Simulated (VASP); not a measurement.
# Mn in VASP: notebook

Mn is run at these levels: PBE; tasks: single point.

All numbers are computed with VASP 6.6.1; they aren't measurements. Logs are shortened: lines on timing, memory, paths and dates and some standing lists are left out, and cuts for length are marked.

### Step 1. The cell of the first run

The cell holds a slab with vacuum, 1 atom: a = 2.477 Å, b = 2.477 Å, c = 16.000 Å, α = 90.00°, β = 90.00°, γ = 120.00°.

### Step 2. Single point, PBE, collinear spin, ferromagnetic start

INCAR

```
SYSTEM = Mn
  ALGO = Normal
  DIPOL = 0.5 0.5 0.500
  EDIFF = 1E-7
  EFIELD = -0.1
  ENCUT = 520
  GGA = PE
  IDIPOL = 3
  ISIF = 2
  ISMEAR = -1
  ISPIN = 2
  LASPH = .True.
  LCHARG = .False.
  LDIPOL = .True.
  LMAXMIX = 4
  LORBIT = 11
  LREAL = .False.
  LWAVE = .False.
  MAGMOM = 3
  NBANDS = 16
  NELM = 150
  PREC = Accurate
  SIGMA = 0.05
```

KPOINTS

```
k-points
0
Gamma
  19 19 1
  0 0 0
```

POSCAR

```
Mn
1.0
    2.4767572053      0.0000000000      0.0000000000
   -1.2383786026      2.1449346588      0.0000000000
    0.0000000000      0.0000000000     16.0000000000
Mn
1
Direct
    0.0000000000      0.0000000000      0.5000000000
```

Potentials or basis: VASP PAW PBE potentials, release 64 (Mn_pv).

Command:

```console
$ cat potpaw_PBE.64/Mn_pv/POTCAR > POTCAR
$ mpirun -np 1 vasp_std > vasp.out
```

OUTCAR:

```text
SYSTEM = Mn
   EDIFF = 1E-7
   ENCUT = 520
   GGA = PE
   ISIF = 2
   ISMEAR = -1
   ISPIN = 2
   LASPH = .True.
   LORBIT = 11
   LREAL = .False.
   NELM = 150
   PREC = Accurate

 ion  position               nearest neighbor table
   1  0.000  0.000  0.500-

  LATTYP: Found a hexagonal cell.
 ALAT       =     2.4767572053
 C/A-ratio  =     6.4600599388

  Lattice vectors:

 A1 = (   2.4767572053,   0.0000000000,   0.0000000000)
 A2 = (  -1.2383786026,   2.1449346588,   0.0000000000)
 A3 = (   0.0000000000,   0.0000000000,  16.0000000000)

Analysis of symmetry for initial positions (statically):
=====================================================================
 Subroutine PRICEL returns:
 Original cell was already a primitive cell.

 Routine SETGRP: Setting up the symmetry group for a
 hexagonal supercell.

 Subroutine GETGRP returns: Found 24 space group operations
 (whereof 24 operations were pure point group operations)
 out of a pool of 24 trial point group operations.

The static configuration has the point symmetry D_6h.

Analysis of symmetry for dynamics (positions and initial velocities):
=====================================================================
 An external electric field (EFIELD) may reduce the allowed symmetry operations
 Subroutine PRICEL returns:
 Original cell was already a primitive cell.

 Routine SETGRP: Setting up the symmetry group for a
 hexagonal supercell.

 Subroutine GETGRP returns: Found 12 space group operations
 (whereof 12 operations were pure point group operations)
 out of a pool of 24 trial point group operations.

The dynamic configuration has the point symmetry C_6v.

Analysis of structural, dynamic, and magnetic symmetry:
=====================================================================
 Subroutine PRICEL returns:
 Original cell was already a primitive cell.

 Routine SETGRP: Setting up the symmetry group for a
 hexagonal supercell.

 Subroutine GETGRP returns: Found 12 space group operations
 (whereof 12 operations were pure point group operations)
 out of a pool of 24 trial point group operations.

The overall configuration has the point symmetry C_6v.

 Subroutine INISYM returns: Found 12 space group operations
 (whereof 12 operations are pure point group operations),
 and found     1 'primitive' translations

----------------------------------------------------------------------------------------

                                     Primitive cell

  volume of cell :      84.9997

  direct lattice vectors                    reciprocal lattice vectors
     2.476757205  0.000000000  0.000000000     0.403753746  0.233107334  0.000000000
    -1.238378603  2.144934659  0.000000000     0.000000000  0.466214668  0.000000000
     0.000000000  0.000000000 16.000000000     0.000000000  0.000000000  0.062500000

  length of vectors
     2.476757205  2.476757205 16.000000000     0.466214668  0.466214668  0.062500000

  position of ions in fractional coordinates (direct lattice)
     0.000000000  0.000000000  0.500000000

  ion indices of the primitive-cell ions
   primitive index   ion index
                 1           1

----------------------------------------------------------------------------------------

 KPOINTS: k-points

Automatic generation of k-mesh.
 Grid dimensions read from file:
 generate k-points for:   19   19    1

 Generating k-lattice:

  Cartesian coordinates                     Fractional coordinates (reciprocal lattice)
     0.021250197  0.012268807  0.000000000     0.052631579  0.000000000  0.000000000
     0.000000000  0.024537614  0.000000000     0.000000000  0.052631579  0.000000000
     0.000000000  0.000000000  0.062500000     0.000000000  0.000000000  1.000000000

  Length of vectors
     0.024537614  0.024537614  0.062500000

  Shift w.r.t. Gamma in fractional coordinates (k-lattice)
     0.000000000  0.000000000  0.000000000

 Subroutine IBZKPT returns following result:
 ===========================================

 Found     40 irreducible k-points:

 Following reciprocal coordinates:
            Coordinates               Weight
  0.000000  0.000000  0.000000      1.000000
  0.052632 -0.000000  0.000000      6.000000
  0.105263 -0.000000  0.000000      6.000000
  0.157895 -0.000000  0.000000      6.000000
  0.210526 -0.000000  0.000000      6.000000
  0.263158 -0.000000  0.000000      6.000000
[... 16 lines left out ...]
  0.263158  0.105263  0.000000     12.000000
  0.315789  0.105263  0.000000     12.000000
 [... further k-points ...]
   k-points           NKPTS =     40   k-points in BZ     NKDIM =     40   number of bands    NBANDS=     16
   number of dos      NEDOS =    301   number of ions     NIONS =      1
   total plane-waves  NPLWV =  38880
   dimension x,y,z NGX =    18 NGY =   18 NGZ =  120
   dimension x,y,z NGXF=    36 NGYF=   36 NGZF=  240
   ions per type =               1
   NGX,Y,Z   is equivalent  to a cutoff of  12.08, 12.08, 12.47 a.u.
   NGXF,Y,Z  is equivalent  to a cutoff of  24.16, 24.16, 24.94 a.u.
 SYSTEM =  Mn
   PREC   = accura    normal or accurate (medium, high low for compatibility)
   ISTART =      0    job   : 0-new  1-cont  2-samecut
   ICHARG =      2    charge: 1-file 2-atom 10-const
   ISPIN  =      2    spin polarized calculation?
   LNONCOLLINEAR =      F non collinear calculations
   LSORBIT =      F    spin-orbit coupling
   LASPH  =      T    aspherical Exc in radial PAW
   ENCUT  =  520.0 eV  38.22 Ry    6.18 a.u.   4.61  4.61 29.75*2*pi/ulx,y,z
   NELM   =    150;   NELMIN=  2; NELMDL= -5     # of ELM steps
   EDIFF  = 0.1E-06   stopping-criterion for ELM
   LREAL  =      F    real-space projection
   EDIFFG = 0.1E-05   stopping-criterion for IOM
   NSW    =      0    number of steps for IOM
   IBRION =     -1    ionic relax: 0-MD 1-quasi-New 2-CG
   NFREE  =      0    steps in history (QN), initial steepest desc. (CG)
   ISIF   =      2    stress and relaxation
   ISYM   =      2    0-nonsym 1-usesym 2-fastsym
   POTIM  = 0.5000    time-step for ionic-motion
   TEBEG  =    0.0;   TEEND  =   0.0 temperature during run
   PSTRESS=    0.0 pullay stress
   NELECT =      13.0000    total number of electrons
   NUPDOWN=      -1.0000    fix difference up-down
   EMIN   =  10.00;   EMAX   =-10.00  energy-range for DOS
   EFERMI =   0.00;   METHOD = LEGACY
   ISMEAR =    -1;   SIGMA  =   0.05  broadening in eV -4-tet -1-fermi 0-gaus
   EFERMI_NEDOS =   21; number of points for ismear=-14 and -15
   IALGO  =     38    algorithm
   IMIX   =      4    mixing-type and parameters
     AMIX     =   0.40;   BMIX     =  1.00
     AMIX_MAG =   1.60;   BMIX_MAG =  1.00
  volume/ion in A,a.u.               =      85.00       573.61
  Fermi-wavevector in a.u.,A,eV,Ry     =   0.875488  1.654432 10.428579  0.766479
  Thomas-Fermi vector in A             =   1.995166
   LORBIT       =     11    0 simple, 1 ext, 2 COOP (PROOUT), +10 PAW based schemes
   GGA     = PE    functional components
   LHFCALC =     F    Hartree Fock is set to
   AEXX    =    0.0000 exact exchange contribution
   IVDW    =     0    specifies the selected vdW correction
   LEPSILON=     F    determine dielectric tensor
   LRPA    =     F    only Hartree local field effects (RPA)
 spin polarized calculation
  energy-cutoff  :      520.00
  volume of cell :       85.00
 maximum number of plane-waves:      2322
   NGX =  9   NGY =  9   NGZ = 59

 number of electron      13.0000012 magnetization       3.4626717

 dipolmoment           0.000000      0.000000     -0.009968 electrons x Angstroem

 Free energy of the ion-electron system (eV)
  ---------------------------------------------------
  ext. energy  EPLUGINS =         0.00000000
  ---------------------------------------------------
  free energy    TOTEN  =        -7.04885383 eV

  energy without entropy =       -7.02637006  energy(sigma->0) =       -7.03761195

 E-fermi :  -2.3078     XC(G=0):  -2.9861

 val. band max:       -2.3124164936   @ k =   0.2632   0.2632   0.0000
 cond. band min:      -2.3068331752   @ k =   0.3158  -0.0000   0.0000
 fundamental gap:      0.0055833183
 Fermi energy:        -2.3077673313

 spin component 1

 k-point     1 :       0.0000    0.0000    0.0000
  band No.  band energies     occupation
      1     -51.3529      1.00000
      2     -50.9312      1.00000
      3     -50.9312      1.00000
      4      -8.3995      1.00000
      5      -4.8688      1.00000
      6      -4.0068      1.00000
[... 8 lines left out ...]
     15       5.4381      0.00000
     16       8.6856      0.00000
[... 419 lines left out ...]
 k-point    24 :       0.3158    0.1053    0.0000
  band No.  band energies     occupation
      1     -51.4005      1.00000
      2     -51.2816      1.00000
      3     -51.0765      1.00000
      4      -6.0108      1.00000
      5      -5.0143      1.00000
      6      -3.6430      1.00000
[... 8 lines left out ...]
     15       9.6469      0.00000
     16       9.9641      0.00000

 [... further k-points ...]

 spin component 2

 k-point     1 :       0.0000    0.0000    0.0000
  band No.  band energies     occupation
      1     -47.9062      1.00000
      2     -47.9062      1.00000
      3     -47.7427      1.00000
      4      -7.1565      1.00000
      5      -2.0905      0.01279
      6      -1.7054      0.00001
[... 8 lines left out ...]
     15       5.9203      0.00000
     16       9.0125      0.00000
[... 419 lines left out ...]
 k-point    24 :       0.3158    0.1053    0.0000
  band No.  band energies     occupation
      1     -48.4196      1.00000
      2     -48.0638      1.00000
      3     -47.6616      1.00000
      4      -3.9915      1.00000
      5      -2.5337      0.98922
      6      -1.6164      0.00000
[... 8 lines left out ...]
     15      10.0347      0.00000
     16      10.5791      0.00000

 [... further k-points ...]

------------------------ aborting loop because EDIFF is reached ----------------------------------------

 vacuum level on the upper side and lower side of the slab       (xc-potential included)         0.575        -0.646

  FORCE on cell =-STRESS in cart. coord.  units (eV):
  Direction    XX          YY          ZZ          XY          YZ          ZX
  --------------------------------------------------------------------------------------
  -------------------------------------------------------------------------------------
  Total        1.3016086      1.3016086     -0.0022340      0.0000000     -0.0000000      0.0000000
  in kB       24.5342915     24.5342915     -0.0421097      0.0000000     -0.0000000      0.0000000
  external PRESSURE =      16.3421578 kB  Pullay stress =       0.0000000 kB

 VOLUME and BASIS-vectors are now :
 -----------------------------------------------------------------------------
  energy-cutoff  :      520.00
  volume of cell :       85.00
      direct lattice vectors                 reciprocal lattice vectors
     2.476757205  0.000000000  0.000000000     0.403753746  0.233107334  0.000000000
    -1.238378603  2.144934659  0.000000000     0.000000000  0.466214668  0.000000000
     0.000000000  0.000000000 16.000000000     0.000000000  0.000000000  0.062500000

 POSITION                                       TOTAL-FORCE (eV/Angst)
 -----------------------------------------------------------------------------------
      0.00000      0.00000      8.00000        -0.000000     -0.000000      0.000010
 -----------------------------------------------------------------------------------
    total drift:                               -0.000000     -0.000000      0.000010

  FREE ENERGIE OF THE ION-ELECTRON SYSTEM (eV)
  ---------------------------------------------------
  free  energy   TOTEN  =        -7.0488538340 eV

  energy  without entropy=       -7.0263700599  energy(sigma->0) =       -7.03761195

 vacuum level on the upper side and lower side of the slab         2.600         1.394

 total charge

# of ion       s       p       d       tot
------------------------------------------
    1        0.409   6.204   5.094  11.706

 magnetization (x)

# of ion       s       p       d       tot
------------------------------------------
    1        0.033   0.074   2.999   3.107
```

It took 2.1 min on 1 thread of Intel Xeon 6975P-C (Granite Rapids), shared host; peak memory 0.27 GiB.

What came out:

* Free energy: -7.0489 eV
* Net moment: 3.46 μB per cell
* Site moments: Mn +3.11 μB
* Valence electrons inside the program's atomic spheres: Mn 11.71

(Continued in part 2 of 2.)
